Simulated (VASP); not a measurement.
Set up this calculation in VASP 6.6.1, as the native input.

- Task: single point
- Functional: r2SCAN
- Potentials or basis: VASP PAW PBE potentials, release 64 (Cd, Se)
- Cutoff: 520 eV
- k mesh: 4 × 4 × 4
- Occupations: gaussian, width 0.01 eV
- Spin: no spin polarisation
- Dipole correction: no
- Further INCAR settings: ALGO = Normal; EDIFF = 1e-06; NBANDS = 16

The system is CdSe.

```xyz
2
Lattice="0.0000 3.0678 3.0678 3.0678 0.0000 3.0678 3.0678 3.0678 0.0000" Properties=species:S:1:pos:R:3 pbc="T T T"
Cd    0.0000    0.0000    0.0000
Se    1.5339    1.5339    1.5339
```

These files were run (other wordings do the same):

POSCAR

```
CdSe
1.0
    0.0000000000      3.0677809642      3.0677809642
    3.0677809642      0.0000000000      3.0677809642
    3.0677809642      3.0677809642      0.0000000000
Cd Se
1 1
Direct
    0.0000000000      0.0000000000      0.0000000000
    0.2500000000      0.2500000000      0.2500000000
```

INCAR.step1

```
  ALGO = Normal
  EDIFF = 1E-4
  ENCUT = 520
  GGA = PE
  ISMEAR = 0
  LASPH = True
  LCHARG = False
  LREAL = False
  LWAVE = True
  NBANDS = 16
  NELM = 100
  PREC = Accurate
  SIGMA = 0.01
```

INCAR.step2

```
  ALGO = Normal
  EDIFF = 1E-6
  ENCUT = 520
  ISIF = 2
  ISMEAR = 0
  ISTART = 1
  LASPH = True
  LCHARG = False
  LMIXTAU = True
  LREAL = False
  LWAVE = False
  METAGGA = R2SCAN
  NBANDS = 16
  NELM = 100
  PREC = Accurate
  SIGMA = 0.01
```

KPOINTS

```
k-points
0
Gamma
  4 4 4
```

Potentials or basis: VASP PAW PBE potentials, release 64 (Cd, Se).

Command:

```sh
$ cat potpaw_PBE.64/Cd/POTCAR potpaw_PBE.64/Se/POTCAR > POTCAR
$ cp INCAR.step1 INCAR
$ mpirun -np 1 vasp_std > vasp.out
$ cp INCAR.step2 INCAR
$ mpirun -np 1 vasp_std > vasp.out
```

It gave:

| Item | Value |
| --- | --- |
| Pressure | 0.4 GPa |
| Band gap on the k mesh | 1.01 eV, direct |

Caveat: the k points lie up to 0.44 Å⁻¹ apart; the PAW data sets were made with another functional, which shifts forces and pressure a little.

Run time: 100 s on 1 thread of Intel Xeon 8259CL (shared host), peak memory 0.19 GiB.
